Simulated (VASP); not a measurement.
Write the native input for VASP 6.6.1 that does the following.

```
Task                   : single point
Functional             : PBE
Potentials or basis    : VASP PAW PBE potentials, release 64 (Si, Cu)
Cutoff                 : 520 eV
k mesh                 : 8 × 8 × 8
Occupations            : gaussian, width 0.1 eV
Spin                   : no spin polarisation
Dipole correction      : no
Further INCAR settings : ALGO = Normal; EDIFF = 1e-06; NBANDS = 37
```

The structure of Cu4Si3 lies in POSCAR:

```
Cu4Si3
1.0
    4.7963464800      0.0000000000      0.0000000000
    0.0000000000      4.7963464800      0.0000000000
    0.0000000000      0.0000000000      4.7963464800
Si Cu
3 4
Direct
    0.0000000000      0.0000000000      0.5000000000
    0.5000000000      0.0000000000      0.0000000000
    0.0000000000      0.5000000000      0.0000000000
    0.6834763159      0.3165236841      0.3165236841
    0.3165236841      0.6834763159      0.3165236841
    0.3165236841      0.3165236841      0.6834763159
    0.6834763159      0.6834763159      0.6834763159
```

The cell was generated, and may not be a known phase.

One way to write it, as run:

INCAR

```
PREC = Accurate
ENCUT = 520
EDIFF = 1E-6
ISMEAR = 0
SIGMA = 0.1
LREAL = F
LASPH = T
NELM = 100
ALGO = Normal
ISIF = 2
LWAVE = F
LCHARG = F
GGA = PE
NBANDS = 37
```

KPOINTS

```
regular mesh
0
Gamma
  8 8 8
```

Potentials or basis: VASP PAW PBE potentials, release 64 (Si, Cu).

The run is started by

```sh
$ cat potpaw_PBE.64/Si/POTCAR potpaw_PBE.64/Cu/POTCAR > POTCAR
$ mpirun -np 1 vasp_std > vasp.out
```

Results of the run:

| Quantity | Value |
| --- | --- |
| Pressure | 0.3 GPa |
| Largest force | 0.018 eV/Å |
| Band gap on the k mesh | zero (bands 28 and 29 overlap by 1.53 eV) |

It took 61 s on 1 thread of Intel(R) Xeon(R) 6975P-C (Granite Rapids), with other jobs on the host, peak memory 0.26 GiB.
